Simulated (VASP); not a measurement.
A run of VASP 6.6.1 is set up as follows.

Contents of INCAR:

```
SYSTEM = LiF
PREC = Accurate ; ENCUT = 600
EDIFF = 1E-8 ; ISMEAR = 0
SIGMA = 0.01 ; LREAL = .False.
LASPH = .True. ; NELM = 100
ALGO = Normal ; ISIF = 3
LWAVE = .False. ; LCHARG = .False.
NBANDS = 12 ; IBRION = 6
NFREE = 2 ; POTIM = 0.015
NSW = 1
```

KPOINTS

```
Automatic mesh
0
Gamma
  10 10 10
  0 0 0
```

POSCAR

```
LiF
1.0
    0.0000000000      1.9472014639      1.9472014639
    1.9472014639      0.0000000000      1.9472014639
    1.9472014639      1.9472014639      0.0000000000
Li F
1 1
Direct
    0.0000000000      0.0000000000      0.0000000000
    0.5000000000      0.5000000000      0.5000000000
```

Potentials or basis: VASP PAW LDA potentials, release 64 (Li_sv, F).

Launch:

```console
$ cat potpaw_LDA.64/Li_sv/POTCAR potpaw_LDA.64/F/POTCAR > POTCAR
$ mpirun -np 1 vasp_std > vasp.out
```

Problem. Predict the elastic constants C11, C12, C44.

Solution. 164, 49, 69 GPa.

Problem. What does it give for the Voigt bulk modulus?

Solution. 87 GPa.

Problem. What does it give for the highest phonon frequency at Γ, LO-TO splitting left out?

Solution. 354 cm⁻¹.

Phonon frequencies in cm⁻¹ (negative: imaginary):
```tsv
q point	frequencies
(0.000, 0.000, 0.000)	0 0 0 354 354 354
```

Caveat: the cutoff is under 1.25 times the usual one of these potentials, so pressure, stress and relaxed cells hold a basis-set (Pulay) error.
